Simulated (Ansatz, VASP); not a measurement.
# Two plane-wave programs on In2GeS2

```
CELL_PARAMETERS angstrom
3.81321 0.00000 0.00000
-1.90660 3.30233 0.00000
0.00000 0.00000 10.03702
ATOMIC_POSITIONS crystal
In 0.66667 0.33333 0.81783
In 0.66667 0.33333 0.18465
Ge 0.00000 0.00000 0.42555
S 0.00000 0.00000 0.02282
S 0.33333 0.66667 0.54915
```

Change from the starting cell: the structure that the rattled cell fell into.

Alike in both runs: task relaxation of cell and atoms; functional PBE; k mesh 12 × 12 × 4; occupations gaussian, width 0.1 eV; no spin polarisation.

|  | VASP | Ansatz |
| --- | --- | --- |
| version | VASP 6.6.1 | Ansatz 0.2.0 |
| potentials or method | VASP PAW PBE potentials, release 64 (In_d, Ge_d, S), cutoff 600 eV | scalar-relativistic, plane waves, PAW |
| valence electrons in the cell | 52 | 52 |

Ansatz gave:

| Quantity | Value |
| --- | --- |
| gap on the k mesh at the Fermi level, each at its own relaxed structure (eV) | none |
| relaxed volume (Å³/atom) | 25.50 |
| relaxed cell length with the largest relative difference (Å) | 3.829 |

Q: What did VASP give for the same quantities?

A: gap on the k mesh at the Fermi level, each at its own relaxed structure (eV): none; relaxed volume (Å³/atom): 25.47; relaxed cell length with the largest relative difference (Å): 3.826.

A gap of «none» marks a metal or a gap that the smearing closes.
